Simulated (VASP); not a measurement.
# Rh (P6_3/mmc) in VASP: notebook, part 2 of 2

VASP 6.6.1. Earlier steps stand in the parts before.

## Step 3: Single point, r2SCAN (biaxial strain in the a-b plane: -2.0 %, then relaxed in part)

The input, POSCAR:

```
Rh
1.0
    2.6495703198      0.0000000000      0.0000000000
   -1.3247851599      2.2945952061      0.0000000000
    0.0000000000      0.0000000000      4.4280676086
Rh
2
Direct
    0.6666666667      0.3333333333      0.7500000000
    0.3333333333      0.6666666667      0.2500000000
```

The input, INCAR.step1:

```
ALGO = Normal ; EDIFF = 1E-4
ENCUT = 520 ; GGA = PE
ISMEAR = 0 ; LASPH = T
LCHARG = F ; LREAL = F
LWAVE = T ; NBANDS = 22
NELM = 60 ; PREC = Accurate
SIGMA = 0.1
```

The input, INCAR.step2:

```
ALGO = Normal ; EDIFF = 1E-6
ENCUT = 520 ; ISIF = 2
ISMEAR = 0 ; ISTART = 1
LASPH = T ; LCHARG = T
LELF = T ; LMIXTAU = T
LREAL = F ; LVHAR = T
LWAVE = F ; METAGGA = R2SCAN
NBANDS = 22 ; NELM = 60
PREC = Accurate ; SIGMA = 0.1
```

The input, KPOINTS:

```
k-points
0
Gamma
  24 24 12
```

Potentials or basis: VASP PAW PBE potentials, release 64 (Rh_pv).

On the command line:

```sh
$ cat potpaw_PBE.64/Rh_pv/POTCAR > POTCAR
$ cp INCAR.step1 INCAR
$ mpirun -np 1 vasp_std > vasp.out
$ cp INCAR.step2 INCAR
$ mpirun -np 1 vasp_std > vasp.out
```

Wall time 7.1 min (1 thread of AMD EPYC 9R45 (Zen 5), shared host); peak memory 0.27 GiB.

The run converged. Its results:

```yaml
Free_energy: -48.1540 eV
Pressure: 8.2 GPa
Band_gap_on_the_k_mesh: zero (band 15 reaches 13.02 eV, above the bottom of band 16 at 10.30 eV)
```

Stress tensor (GPa, compression positive):
```
11.61  0.00  0.00
 0.00 11.61  0.00
 0.00  0.00  1.26
```

Levels at points of the mesh, in eV from the Fermi level:
| k point | band 13 | band 14 | band 15 | band 16 | band 17 | band 18 |
| --- | --- | --- | --- | --- | --- | --- |
| (0.00, 0.00, 0.00) | -2.74 | -1.80 | -1.80 | 0.17 | 0.17 | 0.53 |
| (0.50, 0.00, 0.00) | -2.11 | 0.57 | 0.65 | 0.92 | 3.38 | 5.68 |
| (0.00, 0.00, 0.50) | -3.29 | -3.29 | -0.45 | -0.45 | -0.45 | -0.45 |
| (0.50, 0.00, 0.50) | -0.27 | -0.27 | 0.81 | 0.81 | 2.96 | 2.96 |

Caveat: the cell differs from its parent crystal (biaxial strain in the a-b plane: -2.0 %, then relaxed in part); the PAW data sets were made with another functional, which shifts forces and pressure a little.

## Step 4: Single point, r2SCAN

This run uses another cell than the first one, of 14.30 Å³/atom, 1.069 times its volume.

The input, POSCAR:

```
Rh
1.0
    2.7309790422      0.0000000000      0.0000000000
   -1.3654895211      2.3650972278      0.0000000000
    0.0000000000      0.0000000000      4.4284890000
Rh
2
Direct
    0.6666666700      0.3333333300      0.7500000000
    0.3333333300      0.6666666700      0.2500000000
```

The input, INCAR.step1:

```
  PREC = Accurate
  ENCUT = 580
  ISMEAR = 0
  SIGMA = 0.1
  LREAL = False
  LASPH = True
  NELM = 120
  NBANDS = 24
  GGA = PE
  ALGO = Normal
  EDIFF = 1E-5
  LWAVE = True
  LCHARG = False
  GGA_COMPAT = False
```

The input, INCAR.step2:

```
  PREC = Accurate
  ENCUT = 580
  EDIFF = 1E-6
  ISMEAR = 0
  SIGMA = 0.1
  LREAL = False
  LASPH = True
  NELM = 120
  ALGO = Normal
  ISIF = 2
  LWAVE = False
  LCHARG = False
  METAGGA = R2SCAN
  LMIXTAU = True
  NBANDS = 24
  ISTART = 1
  GGA_COMPAT = False
```

The input, KPOINTS:

```
regular mesh
0
Gamma
  6 6 4
```

Potentials or basis: VASP PAW PBE potentials, release 64 (Rh_sv_GW).

On the command line:

```sh
$ cat potpaw_PBE.64/Rh_sv_GW/POTCAR > POTCAR
$ cp INCAR.step1 INCAR
$ mpirun -np 1 vasp_std > vasp.out
$ cp INCAR.step2 INCAR
$ mpirun -np 1 vasp_std > vasp.out
```

It took 69 s on 1 thread of Intel Xeon Platinum 8375C at 2.90GHz (Ice Lake), shared host; peak memory 0.17 GiB.

It converged, with:

```yaml
Free_energy: -46.4158 eV
Pressure: -11.1 GPa
Band_gap_on_the_k_mesh: zero (band 17 reaches 10.72 eV, above the bottom of band 18 at 8.38 eV)
```

Stress tensor (GPa, compression positive):
```
 -9.17   0.00   0.00
  0.00  -9.17   0.00
  0.00   0.00 -14.88
```

Levels at points of the mesh, in eV from the Fermi level:
| k point | band 15 | band 16 | band 17 | band 18 | band 19 | band 20 |
| --- | --- | --- | --- | --- | --- | --- |
| (0.00, 0.00, 0.00) | -2.33 | -1.76 | -1.76 | 0.23 | 0.23 | 1.00 |
| (0.50, 0.00, 0.00) | -1.93 | 0.54 | 0.69 | 0.83 | 3.20 | 5.35 |
| (0.00, 0.00, 0.50) | -2.94 | -2.94 | -0.33 | -0.33 | -0.33 | -0.33 |
| (0.50, 0.00, 0.50) | -0.17 | -0.17 | 0.72 | 0.72 | 2.93 | 2.93 |

Caveat: the k points lie up to 0.44 Å⁻¹ apart; the PAW data sets were made with another functional, which shifts forces and pressure a little.

## Step 5: Single point, r2SCAN

This run uses another cell than the first one, of 13.73 Å³/atom, 1.027 times its volume.

The input, POSCAR:

```
Rh
1.0
    2.6975591264      0.0000000000      0.0000000000
   -1.3487795632      2.3361547317      0.0000000000
    0.0000000000      0.0000000000      4.3589454671
Rh
2
Direct
    0.6666666667      0.3333333333      0.7500000000
    0.3333333333      0.6666666667      0.2500000000
```

The input, INCAR.step1:

```
  PREC = Accurate
  ENCUT = 580
  ISMEAR = 0
  SIGMA = 0.1
  LREAL = F
  LASPH = T
  NELM = 120
  NBANDS = 24
  GGA = PE
  ALGO = Normal
  EDIFF = 1E-5
  LWAVE = T
  LCHARG = F
  GGA_COMPAT = F
```

The input, INCAR.step2:

```
  PREC = Accurate
  ENCUT = 580
  EDIFF = 1E-6
  ISMEAR = 0
  SIGMA = 0.1
  LREAL = F
  LASPH = T
  NELM = 120
  ALGO = Normal
  ISIF = 2
  LWAVE = F
  LCHARG = T
  METAGGA = R2SCAN
  LMIXTAU = T
  LELF = T
  LVHAR = T
  NBANDS = 24
  ISTART = 1
  GGA_COMPAT = F
```

The input, KPOINTS:

```
regular mesh
0
Gamma
  12 12 4
```

On the command line:

```sh
$ cat potpaw_PBE.64/Rh_sv_GW/POTCAR > POTCAR
$ cp INCAR.step1 INCAR
$ mpirun -np 1 vasp_std > vasp.out
$ cp INCAR.step2 INCAR
$ mpirun -np 1 vasp_std > vasp.out
```

Run time: 1.9 min. Hardware: 1 thread of Intel Xeon Platinum 8488C (Sapphire Rapids), shared host; peak memory 0.19 GiB.

The run converged. Its results:

```
Free energy            : -46.5163 eV
Pressure               : -1.5 GPa
Band gap on the k mesh : zero (band 17 reaches 11.44 eV, above the bottom of band 18 at 8.97 eV)
```

Levels at points of the mesh, in eV from the Fermi level:
```csv
k point,band 14,band 15,band 16,band 17,band 18,band 19,band 20,band 21
"(0.00, 0.00, 0.00)",-2.59,-2.59,-1.98,-1.98,0.16,0.16,0.92,9.14
"(0.50, 0.00, 0.00)",-2.29,-2.16,0.45,0.67,0.77,3.23,5.46,10.93
"(0.00, 0.00, 0.50)",-3.25,-3.25,-3.25,-0.44,-0.44,-0.44,-0.44,15.47
"(0.50, 0.00, 0.50)",-1.73,-0.27,-0.27,0.64,0.64,2.90,2.90,9.87
```

Caveat: the k points lie up to 0.36 Å⁻¹ apart; the PAW data sets were made with another functional, which shifts forces and pressure a little.

## Step 6: Single point, r2SCAN (biaxial strain in the a-b plane: +6.0 %)

The input, POSCAR:

```
Rh
1.0
    2.8658617745      0.0000000000      0.0000000000
   -1.4329308873      2.4819091005      0.0000000000
    0.0000000000      0.0000000000      4.1920670021
Rh
2
Direct
    0.6666666667      0.3333333333      0.7500000000
    0.3333333333      0.6666666667      0.2500000000
```

The input, INCAR.step1:

```
  PREC = Accurate
  ENCUT = 520
  ISMEAR = 0
  SIGMA = 0.1
  LREAL = False
  LASPH = True
  NELM = 100
  NBANDS = 22
  GGA = PE
  ALGO = Normal
  EDIFF = 1E-4
  LWAVE = True
  LCHARG = False
```

The input, INCAR.step2:

```
  PREC = Accurate
  ENCUT = 520
  EDIFF = 1E-6
  ISMEAR = 0
  SIGMA = 0.1
  LREAL = False
  LASPH = True
  NELM = 100
  ALGO = Normal
  ISIF = 2
  LWAVE = False
  LCHARG = True
  METAGGA = R2SCAN
  LMIXTAU = True
  LELF = True
  LVHAR = True
  NBANDS = 22
  ISTART = 1
```

The input, KPOINTS:

```
regular mesh
0
Gamma
  24 24 12
```

Potentials or basis: VASP PAW PBE potentials, release 64 (Rh_pv).

On the command line:

```sh
$ cat potpaw_PBE.64/Rh_pv/POTCAR > POTCAR
$ cp INCAR.step1 INCAR
$ mpirun -np 1 vasp_std > vasp.out
$ cp INCAR.step2 INCAR
$ mpirun -np 1 vasp_std > vasp.out
```

It took 4.1 min on 1 thread of Intel Xeon 6975P-C (Granite Rapids), shared host; peak memory 0.32 GiB.

Results (log left out):

| Property | Result |
| --- | --- |
| Free energy | -47.9673 eV |
| Pressure | -14.7 GPa |
| Band gap on the k mesh | zero (band 15 reaches 10.80 eV, above the bottom of band 16 at 9.04 eV) |

Stress tensor (GPa, compression positive):
```
-20.07   0.00   0.00
  0.00 -20.07   0.00
  0.00   0.00  -3.97
```

Levels at points of the mesh, in eV from the Fermi level:
| k point | band 12 | band 13 | band 14 | band 15 | band 16 | band 17 | band 18 | band 19 |
| --- | --- | --- | --- | --- | --- | --- | --- | --- |
| (0.00, 0.00, 0.00) | -2.40 | -2.18 | -2.18 | -2.14 | 0.13 | 0.13 | 2.07 | 9.77 |
| (0.50, 0.00, 0.00) | -2.07 | -1.62 | -0.09 | 0.38 | 0.86 | 2.65 | 4.57 | 10.76 |
| (0.00, 0.00, 0.50) | -3.19 | -2.55 | -2.55 | -0.32 | -0.32 | -0.32 | -0.32 | 15.63 |
| (0.50, 0.00, 0.50) | -1.86 | -0.33 | -0.33 | 0.22 | 0.22 | 2.64 | 2.64 | 8.83 |

Caveat: the cell differs from its parent crystal (biaxial strain in the a-b plane: +6.0 %); the PAW data sets were made with another functional, which shifts forces and pressure a little.

## Step 7: The runs side by side

```tsv
potentials or basis	cell	k mesh	cutoff (eV)	second run	gap on the mesh (eV)	pressure (GPa)
VASP PAW PBE potentials, release 64 (Rh_pv)	a = 2.650, b = 2.650, c = 4.401 Å, angles 90.0, 90.0, 120.0°, 2 atoms	24 × 24 × 12	520	-	none	10.1
VASP PAW PBE potentials, release 64 (Rh_pv)	a = 2.650, b = 2.650, c = 4.428 Å, angles 90.0, 90.0, 120.0°, 2 atoms	24 × 24 × 12	520	-	none	8.2
VASP PAW PBE potentials, release 64 (Rh_sv_GW)	a = 2.731, b = 2.731, c = 4.428 Å, angles 90.0, 90.0, 120.0°, 2 atoms	6 × 6 × 4	580	valence_matched	none	-11.1
VASP PAW PBE potentials, release 64 (Rh_sv_GW)	a = 2.698, b = 2.698, c = 4.359 Å, angles 90.0, 90.0, 120.0°, 2 atoms	12 × 12 × 4	580	valence_matched	none	-1.5
VASP PAW PBE potentials, release 64 (Rh_pv)	a = 2.866, b = 2.866, c = 4.192 Å, angles 90.0, 90.0, 120.0°, 2 atoms	24 × 24 × 12	520	-	none	-14.7
```

Alike in all rows: task single point; level r2SCAN; no spin polarisation; smearing gaussian 0.1 eV.

Caveats: some runs use coarse meshes; the PAW data sets were made with another functional, which shifts forces and pressure a little.

Total energies depend on the potentials used, so only differences within one code and one set of settings carry meaning.
